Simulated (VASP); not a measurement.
Wanted: the native input for a VASP 6.6.1 run.

| Property | Result |
| --- | --- |
| Task | single point |
| Functional | RPBE |
| Dispersion | D4 |
| Potentials or basis | VASP PAW PBE potentials, release 64 (Sn_d, O) |
| Cutoff | 520 eV |
| k mesh | 5 × 5 × 5 |
| Occupations | fermi-dirac, width 0.05 eV |
| Spin | no spin polarisation |
| Dipole correction | no |
| Further INCAR settings | ALGO = Normal; EDIFF = 1e-06; NBANDS = 64 |

The structure of SnO2 lies in POSCAR:

```
SnO2
1.0
    5.1333116534      0.0000000000      0.0000000000
    0.0000000000      5.1333116534      0.0000000000
    0.0000000000      0.0000000000      5.1333116534
Sn O
4 8
Direct
    0.0000000000      0.0000000000      0.0000000000
    0.5000000000      0.0000000000      0.5000000000
    0.5000000000      0.5000000000      0.0000000000
    0.0000000000      0.5000000000      0.5000000000
    0.6588058168      0.8411941832      0.1588058168
    0.8411941832      0.1588058168      0.6588058168
    0.1588058168      0.6588058168      0.8411941832
    0.3411941832      0.3411941832      0.3411941832
    0.6588058168      0.6588058168      0.6588058168
    0.8411941832      0.3411941832      0.1588058168
    0.1588058168      0.8411941832      0.3411941832
    0.3411941832      0.1588058168      0.8411941832
```

These files were run (other wordings do the same):

INCAR

```
SYSTEM = SnO2
PREC = Accurate ; ENCUT = 520
EDIFF = 1E-6 ; ISMEAR = -1
SIGMA = 0.05 ; LREAL = .FALSE.
LASPH = .TRUE. ; NELM = 60
ALGO = Normal ; ISIF = 2
LWAVE = .FALSE. ; LCHARG = .TRUE.
GGA = RP ; IVDW = 13
LELF = .TRUE. ; LVHAR = .TRUE.
NBANDS = 64
```

KPOINTS

```
Automatic mesh
0
G
  5 5 5
  0 0 0
```

Potentials or basis: VASP PAW PBE potentials, release 64 (Sn_d, O).

The run is started by

```console
$ cat potpaw_PBE.64/Sn_d/POTCAR potpaw_PBE.64/O/POTCAR > POTCAR
$ mpirun -np 1 vasp_std > vasp.out
```

It gave:

The pressure is 0.6 GPa, the band gap on the k mesh is 0.85 eV (least direct gap 0.91 eV) and the dispersion energy per atom is -0.601 eV.

Caveat: the PAW data sets were made with another functional, which shifts forces and pressure a little; spin-orbit coupling is left out, which moves the levels of the heavy elements; an odd mesh through Γ misses points on the zone boundary, where band edges can lie.

Run time: 2.2 min on 1 thread of Intel Xeon 8259CL, with other jobs on the host, peak memory 0.27 GiB.
